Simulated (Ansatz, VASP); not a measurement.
**Al2Ru: VASP beside Ansatz**

```
Al Ru
1.0
    -1.59134    1.59134    4.28817
     1.59134   -1.59134    4.28817
     1.59134    1.59134   -4.28817
Al Ru
2 1
Direct
  0.65909 0.65909 0.00000
  0.34091 0.34091 0.00000
  0.00000 0.00000 0.00000
```

Alike in both runs: task single point; functional LDA; k mesh 20 × 20 × 20; occupations gaussian, width 0.15 eV; no spin polarisation.

```csv
,VASP,Ansatz
version,VASP 6.6.1,Ansatz 0.2.0
potentials or method,"VASP PAW LDA potentials, release 64 (Al, Ru_pv), cutoff 520 eV","scalar-relativistic, plane waves, PAW"
valence electrons in the cell,20,22
```

|  | VASP | Ansatz | Ansatz less VASP |
| --- | --- | --- | --- |
| gap on the k mesh at the Fermi level (eV) | none | none | - |
| pressure (GPa) | -12.6 | -12.9 | -0.34 |
| traceless stress, the component that is largest in VASP (GPa) | -0.46 | -0.47 | -0.009 |
| rms of the force components (eV/Å) | 0.113 | 0.119 | +0.0063 |

Ansatz warns that its potentials were made for another functional, while VASP's fit it. LDA's correlation is that of Perdew and Zunger in VASP and of Perdew and Wang (1992) in Ansatz. Atom by atom the forces differ by 0.006 eV/Å (rms over components). A gap of «none» marks a metal or a gap that the smearing closes. VASP's potentials hold 20 valence electrons a cell and Ansatz's 22, so a difference there can come from the potentials and not from the codes.
